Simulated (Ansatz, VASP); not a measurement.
One calculation of Sr3Zn2H, two programs

```
CELL_PARAMETERS angstrom
6.20145 0.00000 0.00000
-3.10072 5.37061 0.00000
0.00000 0.00000 4.25106
ATOMIC_POSITIONS crystal
Sr 0.14985 0.85015 0.00000
Sr 0.14985 0.29970 0.00000
Sr 0.70030 0.85015 0.00000
Zn 0.33333 0.66667 0.71484
Zn 0.33333 0.66667 0.28516
H 0.00000 0.00000 0.00000
```

Alike in both runs: task single point; functional PBE; k mesh 3 × 3 × 4; occupations gaussian, width 0.1 eV; no spin polarisation.

```csv
,VASP,Ansatz
version,VASP 6.6.1,Ansatz 0.2.0
potentials or method,"VASP PAW PBE potentials, release 64 (Sr_sv, Zn, H), cutoff 520 eV","scalar-relativistic, plane waves, PAW"
valence electrons in the cell,55,55
```

```csv
,VASP,Ansatz,Ansatz less VASP
gap on the k mesh at the Fermi level (eV),none,none,-
rms of the force components (eV/Å),1.140,1.173,+0.0338
```

Atom by atom the forces differ by 0.042 eV/Å (rms over components). A gap of «none» marks a metal or a gap that the smearing closes.

The k mesh is coarse, so the values compare programs but aren't converged.
